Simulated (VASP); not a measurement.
Input of a VASP 6.6.1 run:

INCAR

```
  PREC = Accurate
  ENCUT = 520
  EDIFF = 1E-6
  ISMEAR = 0
  SIGMA = 0.1
  LREAL = F
  LASPH = T
  NELM = 100
  ALGO = Fast
  ISIF = 2
  LWAVE = F
  LCHARG = F
  GGA = PE
  NBANDS = 13
```

File KPOINTS:

```
regular mesh
0
Gamma
  18 18 16
```

The input POSCAR:

```
Mo
1.0
    2.6466336644      0.0000000000      0.0000000000
   -1.3233168322      2.2920519879      0.0000000000
    0.0000000000      0.0000000000      2.4338351686
Mo
1
Direct
    0.0000000000      0.0000000000      0.5000000000
```

Potentials or basis: VASP PAW PBE potentials, release 64 (Mo_sv).

Run with:

```console
$ cat potpaw_PBE.64/Mo_sv/POTCAR > POTCAR
$ mpirun -np 1 vasp_std > vasp.out
```

Problem. Predict the band gap on the k mesh.

Solution. Zero (band 7 reaches 14.68 eV, above the bottom of band 8 at 12.24 eV).

Problem. What does it give for the pressure?

Solution. 35.7 GPa.

Stress tensor (GPa, compression positive):
```
36.89  0.00  0.00
 0.00 36.89  0.00
 0.00  0.00 33.25
```

Caveat: the cell differs from its parent crystal (strained).
